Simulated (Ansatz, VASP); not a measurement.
Sr3Br2: VASP beside Ansatz

```
Sr Br
1.0
     4.46205    0.00000    0.00000
    -2.23103    3.86425    0.00000
     0.00000    0.00000   14.55188
Sr Br
3 2
Direct
  0.00000 0.00000 0.00000
  0.33333 0.66667 0.61103
  0.66667 0.33333 0.38897
  0.33333 0.66667 0.11374
  0.66667 0.33333 0.88626
```

Alike in both runs: functional PBE; k mesh 6 × 6 × 2; occupations gaussian, width 0.1 eV; no spin polarisation.

Ansatz relaxed the structure, and its values are those at the end. VASP's run is a single point on that final structure, the one shown.

```csv
,VASP,Ansatz
version,VASP 6.6.1,Ansatz 0.2.0
potentials or method,"VASP PAW PBE potentials, release 64 (Sr_sv, Br), cutoff 520 eV","scalar-relativistic, plane waves, PAW"
valence electrons in the cell,44,44
```

Ansatz gave:

* gap on the k mesh at the Fermi level (eV): none
* pressure (GPa): 0.0
* rms of the force components (eV/Å): 0.006

Which values does VASP return?

gap on the k mesh at the Fermi level (eV): none; pressure (GPa): 0.1; rms of the force components (eV/Å): 0.012.

A gap of «none» marks a metal or a gap that the smearing closes. With one functional, cell and mesh, what is left measures potentials, basis and numerics.
